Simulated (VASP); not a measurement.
# ZnS (P6_3mc) in VASP: notebook

The runs below take ZnS through single point, with PBE.

All numbers are computed with VASP 6.6.1; they aren't measurements. Logs are shortened: lines on timing, memory, paths and dates and some standing lists are left out, and cuts for length are marked.

## Step 1: The cell of the first run

The structure is hexagonal, space group P6_3mc (No. 186). The conventional cell has a = 3.653 Å, b = 3.653 Å, c = 6.400 Å, α = 90.00°, β = 90.00°, γ = 120.00°. Zn (site symmetry 3m) has 4 S at 2.29 to 2.31 Å within 3.0 Å. S (site symmetry 3m) has 4 Zn at 2.29 to 2.31 Å within 3.0 Å.

## Step 2: Single point, PBE (epitaxial xy strain -4.0%)

File INCAR:

```
PREC = Accurate
ENCUT = 520
EDIFF = 1E-7
ISMEAR = -1
SIGMA = 0.02
LREAL = F
LASPH = T
NELM = 80
ALGO = Normal
ISIF = 2
LWAVE = F
LCHARG = F
GGA = PE
NBANDS = 26
```

File KPOINTS:

```
regular mesh
0
Gamma
  12 12 4
```

File POSCAR:

```
ZnS
1.0
    3.6532328224      0.0000000000      0.0000000000
   -1.8266164112      3.1637924301      0.0000000000
    0.0000000000      0.0000000000      6.3999227816
Zn S
2 2
Direct
    0.3333333333      0.6666666667      0.0067934192
    0.6666666667      0.3333333333      0.5067934192
    0.3333333333      0.6666666667      0.3682065808
    0.6666666667      0.3333333333      0.8682065808
```

Potentials or basis: VASP PAW PBE potentials, release 64 (Zn, S).

On the command line:

```sh
$ cat potpaw_PBE.64/Zn/POTCAR potpaw_PBE.64/S/POTCAR > POTCAR
$ mpirun -np 1 vasp_std > vasp.out
```

OUTCAR:

```text
PREC = Accurate
   ENCUT = 520
   EDIFF = 1E-7
   ISMEAR = -1
   LREAL = F
   LASPH = T
   NELM = 80
   ISIF = 2
   GGA = PE

 ion  position               nearest neighbor table
   1  0.333  0.667  0.007-   4 2.29   4 2.29   4 2.29   3 2.31
   2  0.667  0.333  0.507-   3 2.29   3 2.29   3 2.29   4 2.31
   3  0.333  0.667  0.368-   2 2.29   2 2.29   2 2.29   1 2.31
   4  0.667  0.333  0.868-   1 2.29   1 2.29   1 2.29   2 2.31

  LATTYP: Found a hexagonal cell.
 ALAT       =     3.6532328224
 C/A-ratio  =     1.7518518782

  Lattice vectors:

 A1 = (   3.6532328224,   0.0000000000,   0.0000000000)
 A2 = (  -1.8266164112,   3.1637924301,   0.0000000000)
 A3 = (   0.0000000000,   0.0000000000,   6.3999227816)

Analysis of symmetry for initial positions (statically):
=====================================================================
 Subroutine PRICEL returns:
 Original cell was already a primitive cell.

 Routine SETGRP: Setting up the symmetry group for a
 hexagonal supercell.

 Subroutine GETGRP returns: Found 12 space group operations
 (whereof  6 operations were pure point group operations)
 out of a pool of 24 trial point group operations.

The static configuration has the point symmetry C_3v.
 The point group associated with its full space group is C_6v.

Analysis of symmetry for dynamics (positions and initial velocities):
=====================================================================
 Subroutine PRICEL returns:
 Original cell was already a primitive cell.

 Routine SETGRP: Setting up the symmetry group for a
 hexagonal supercell.

 Subroutine GETGRP returns: Found 12 space group operations
 (whereof  6 operations were pure point group operations)
 out of a pool of 24 trial point group operations.

The dynamic configuration has the point symmetry C_3v.
 The point group associated with its full space group is C_6v.

 Subroutine INISYM returns: Found 12 space group operations
 (whereof  6 operations are pure point group operations),
 and found     1 'primitive' translations

----------------------------------------------------------------------------------------

                                     Primitive cell

  volume of cell :      73.9708

[... 87 lines left out ...]
   LNONCOLLINEAR =      F non collinear calculations
   LSORBIT =      F    spin-orbit coupling
   LASPH  =      T    aspherical Exc in radial PAW
   ENCUT  =  520.0 eV  38.22 Ry    6.18 a.u.   6.79  6.79 11.90*2*pi/ulx,y,z
   NELM   =     80;   NELMIN=  2; NELMDL= -5     # of ELM steps
   EDIFF  = 0.1E-06   stopping-criterion for ELM
   LREAL  =      F    real-space projection
   EDIFFG = 0.1E-05   stopping-criterion for IOM
   NSW    =      0    number of steps for IOM
   IBRION =     -1    ionic relax: 0-MD 1-quasi-New 2-CG
   NFREE  =      0    steps in history (QN), initial steepest desc. (CG)
   ISIF   =      2    stress and relaxation
   ISYM   =      2    0-nonsym 1-usesym 2-fastsym
   POTIM  = 0.5000    time-step for ionic-motion
   TEBEG  =    0.0;   TEEND  =   0.0 temperature during run
   PSTRESS=    0.0 pullay stress
   NELECT =      36.0000    total number of electrons
   NUPDOWN=      -1.0000    fix difference up-down
   EMIN   =  10.00;   EMAX   =-10.00  energy-range for DOS
   EFERMI =   0.00;   METHOD = LEGACY
   ISMEAR =    -1;   SIGMA  =   0.02  broadening in eV -4-tet -1-fermi 0-gaus
   EFERMI_NEDOS =   21; number of points for ismear=-14 and -15
   IALGO  =     38    algorithm
   IMIX   =      4    mixing-type and parameters
     AMIX     =   0.40;   BMIX     =  1.00
     AMIX_MAG =   1.60;   BMIX_MAG =  1.00
  volume/ion in A,a.u.               =      18.49       124.79
  Fermi-wavevector in a.u.,A,eV,Ry     =   1.287723  2.433443 22.561581  1.658229
  Thomas-Fermi vector in A             =   2.419720
   LORBIT       =      0    0 simple, 1 ext, 2 COOP (PROOUT), +10 PAW based schemes
   GGA     = PE    functional components
   LHFCALC =     F    Hartree Fock is set to
   AEXX    =    0.0000 exact exchange contribution
   IVDW    =     0    specifies the selected vdW correction
   LEPSILON=     F    determine dielectric tensor
   LRPA    =     F    only Hartree local field effects (RPA)
 non-spin polarized calculation
  energy-cutoff  :      520.00
  volume of cell :       73.97
 maximum number of plane-waves:      2019
 NGX is ok and might be reduce to    28
   NGX = 13   NGY = 13   NGZ = 23

 number of electron      36.0000005 magnetization

 Free energy of the ion-electron system (eV)
  ---------------------------------------------------
  ext. energy  EPLUGINS =         0.00000000
  ---------------------------------------------------
  free energy    TOTEN  =       -13.47964728 eV

  energy without entropy =      -13.47964728  energy(sigma->0) =      -13.47964728

 E-fermi :   3.2705     XC(G=0):  -9.9440

 val. band max:        2.8909640042   @ k =   0.0000   0.0000   0.0000
 cond. band min:       5.0327033678   @ k =   0.0000   0.0000   0.0000
 fundamental gap:      2.1417393636
 Fermi energy:         3.2705169131

 k-point     1 :       0.0000    0.0000    0.0000
  band No.  band energies     occupation
      1     -10.8707      2.00000
      2      -9.9406      2.00000
      3      -3.9194      2.00000
      4      -3.8316      2.00000
      5      -3.8316      2.00000
      6      -3.7359      2.00000
[... 685 lines left out ...]
     25      11.9222      0.00000
     26      12.8286      0.00000

 [... further k-points ...]

------------------------ aborting loop because EDIFF is reached ----------------------------------------

  FORCE on cell =-STRESS in cart. coord.  units (eV):
  Direction    XX          YY          ZZ          XY          YZ          ZX
  --------------------------------------------------------------------------------------
  -------------------------------------------------------------------------------------
  Total        4.3824970      4.3824970      1.2645304      0.0000000      0.0000000      0.0000000
  in kB       94.9231491     94.9231491     27.3892282      0.0000000      0.0000000      0.0000000
  external PRESSURE =      72.4118421 kB  Pullay stress =       0.0000000 kB

 VOLUME and BASIS-vectors are now :
 -----------------------------------------------------------------------------
  energy-cutoff  :      520.00
  volume of cell :       73.97
      direct lattice vectors                 reciprocal lattice vectors
     3.653232822  0.000000000  0.000000000     0.273730159  0.158038181  0.000000000
    -1.826616411  3.163792430  0.000000000     0.000000000  0.316076362  0.000000000
     0.000000000  0.000000000  6.399922782     0.000000000  0.000000000  0.156251885

 POSITION                                       TOTAL-FORCE (eV/Angst)
 -----------------------------------------------------------------------------------
     -0.00000      2.10919      0.04348         0.000000     -0.000000      0.025001
      1.82662      1.05460      3.24344        -0.000000      0.000000      0.025001
     -0.00000      2.10919      2.35649        -0.000000      0.000000     -0.025001
      1.82662      1.05460      5.55646         0.000000     -0.000000     -0.025001
 -----------------------------------------------------------------------------------
    total drift:                               -0.000000     -0.000000      0.002854

  FREE ENERGIE OF THE ION-ELECTRON SYSTEM (eV)
  ---------------------------------------------------
  free  energy   TOTEN  =       -13.4796472773 eV

  energy  without entropy=      -13.4796472773  energy(sigma->0) =      -13.47964728
```

stdout:

```text
POSCAR found type information on POSCAR ZnS
 POSCAR found :  2 types and       4 ions
 scaLAPACK will be used
 LDA part: xc-table for (Slater+PW92), standard interpolation
 POSCAR, INCAR and KPOINTS ok, starting setup
 FFT: planning ... GRIDC
 FFT: planning ... GRID_SOFT
 FFT: planning ... GRID
 WAVECAR not read
 entering main loop
```

Wall time 2.9 min (1 thread of AMD EPYC 7R13, shared host); peak memory 0.21 GiB.

Results:

```yaml
Free_energy: -13.4796 eV
Pressure: 7.2 GPa
Largest_force: 0.025 eV/Å
Band_gap_on_the_k_mesh: 2.14 eV
```

Forces in eV/Å, atoms in the order of the input:
```
Zn   0.000  0.000  0.025
Zn   0.000  0.000  0.025
S    0.000  0.000 -0.025
S    0.000  0.000 -0.025
```

Caveat: the cell differs from its parent crystal (epitaxial xy strain -4.0%); the stress differs along the axes, from 3 to 9 GPa. A k mesh can miss the band edges.

## Step 3: Single point, PBE (epitaxial xy strain -3.0%)

File INCAR:

```
PREC = Accurate ; ENCUT = 520
EDIFF = 1E-7 ; ISMEAR = -1
SIGMA = 0.02 ; LREAL = False
LASPH = True ; NELM = 80
ALGO = Normal ; ISIF = 2
LWAVE = False ; LCHARG = False
GGA = PE ; NBANDS = 26
```

KPOINTS is that of step 2.

File POSCAR:

```
ZnS
1.0
    3.6912873310      0.0000000000      0.0000000000
   -1.8456436655      3.1967486013      0.0000000000
    0.0000000000      0.0000000000      6.3601713054
Zn S
2 2
Direct
    0.3333333333      0.6666666667      0.0051220677
    0.6666666667      0.3333333333      0.5051220677
    0.3333333333      0.6666666667      0.3698779323
    0.6666666667      0.3333333333      0.8698779323
```

Potentials or basis: VASP PAW PBE potentials, release 64 (Zn, S).

On the command line:

```sh
$ cat potpaw_PBE.64/Zn/POTCAR potpaw_PBE.64/S/POTCAR > POTCAR
$ mpirun -np 1 vasp_std > vasp.out
```

Run time: 2.8 min. Hardware: 1 thread of AMD EPYC 7R13, shared host; peak memory 0.21 GiB.

It converged, with:

```
Free energy            : -13.5534 eV
Pressure               : 6.0 GPa
Largest force          : 0.017 eV/Å
Band gap on the k mesh : 2.19 eV
```

Forces in eV/Å, atoms in the order of the input:
```
Zn   0.000  0.000  0.017
Zn   0.000  0.000  0.017
S    0.000  0.000 -0.017
S    0.000  0.000 -0.017
```

Stress tensor (GPa, compression positive):
```
7.60 0.00 0.00
0.00 7.60 0.00
0.00 0.00 2.65
```

Levels at points of the mesh, in eV from the valence-band top:
```
           k point  band 14  band 15  band 16  band 17  band 18  band 19  band 20  band 21  band 22  band 23
(0.00, 0.00, 0.00)    -0.87    -0.87    -0.39     0.00     0.00     2.19     3.56     6.06     6.44     6.44
(0.50, 0.00, 0.00)    -4.41    -3.63    -2.31    -2.02    -0.97     3.78     4.16     4.76     6.76     7.04
(0.00, 0.00, 0.50)    -3.31    -0.46    -0.46    -0.46    -0.46     3.86     3.86     6.59     6.59     6.91
(0.50, 0.00, 0.50)    -5.15    -2.04    -2.04    -1.69    -1.69     3.30     3.30     5.12     5.12     8.68
```

Caveat: the cell differs from its parent crystal (epitaxial xy strain -3.0%); the cell stands under pressure.

## Step 4: Single point, PBE (epitaxial xy strain -2.0%)

File INCAR:

```
SYSTEM = ZnS
PREC = Accurate
ENCUT = 520
EDIFF = 1E-7
ISMEAR = -1
SIGMA = 0.02
LREAL = .False.
LASPH = .True.
NELM = 80
ALGO = Normal
ISIF = 2
LWAVE = .False.
LCHARG = .False.
GGA = PE
NBANDS = 26
```

File KPOINTS:

```
Automatic mesh
0
Gamma
  12 12 4
  0 0 0
```

File POSCAR:

```
ZnS
1.0
    3.7293418395      0.0000000000      0.0000000000
   -1.8646709197      3.2297047724      0.0000000000
    0.0000000000      0.0000000000      6.3210993949
Zn S
2 2
Direct
    0.3333333333      0.6666666667      0.0034817899
    0.6666666667      0.3333333333      0.5034817899
    0.3333333333      0.6666666667      0.3715182101
    0.6666666667      0.3333333333      0.8715182101
```

On the command line:

```sh
$ cat potpaw_PBE.64/Zn/POTCAR potpaw_PBE.64/S/POTCAR > POTCAR
$ mpirun -np 1 vasp_std > vasp.out
```

Run time: 2.7 min. Hardware: 1 thread of AMD EPYC 7R13, shared host; peak memory 0.21 GiB.

Results (log left out):

| Item | Value |
| --- | --- |
| Free energy | -13.6101 eV |
| Pressure | 4.7 GPa |
| Largest force | 0.011 eV/Å |
| Band gap on the k mesh | 2.22 eV |

Forces on the atoms (eV/Å):
```
Zn   0.000  0.000  0.011
Zn   0.000  0.000  0.011
S    0.000  0.000 -0.011
S    0.000  0.000 -0.011
```

Stress tensor (GPa, compression positive):
```
5.79 0.00 0.00
0.00 5.79 0.00
0.00 0.00 2.57
```

Levels at points of the mesh, in eV from the valence-band top:
```
           k point  band 16  band 17  band 18  band 19  band 20  band 21
(0.00, 0.00, 0.00)    -0.27     0.00     0.00     2.22     3.41     6.21
(0.50, 0.00, 0.00)    -2.29    -1.91    -0.94     3.75     4.20     4.88
(0.00, 0.00, 0.50)    -0.46    -0.46    -0.46     3.76     3.76     6.68
(0.50, 0.00, 0.50)    -1.91    -1.67    -1.67     3.40     3.40     5.15
```

Caveat: the cell differs from its parent crystal (epitaxial xy strain -2.0%); the cell stands under pressure. A k mesh can miss the band edges.

## Step 5: Overview

| cell | gap on the mesh (eV) | pressure (GPa) | largest force (eV/Å) |
| --- | --- | --- | --- |
| a = 3.653, b = 3.653, c = 6.400 Å, angles 90.0, 90.0, 120.0°, 4 atoms, epitaxial xy strain -4.0% | 2.14 | 7.2 | 0.03 |
| a = 3.691, b = 3.691, c = 6.360 Å, angles 90.0, 90.0, 120.0°, 4 atoms, epitaxial xy strain -3.0% | 2.19 | 6.0 | 0.02 |
| a = 3.729, b = 3.729, c = 6.321 Å, angles 90.0, 90.0, 120.0°, 4 atoms, epitaxial xy strain -2.0% | 2.22 | 4.7 | 0.01 |

Alike in all rows: task single point; level PBE; potentials or basis VASP PAW PBE potentials, release 64 (Zn, S); no spin polarisation; k mesh 12 × 12 × 4; cutoff (eV) 520; smearing fermi-dirac 0.02 eV.

Caveats: the cell stands under pressure (at least some runs); the stress differs along the axes, from 3 to 9 GPa (at least some runs).

Total energies depend on the potentials used, so only differences within one code and one set of settings carry meaning.
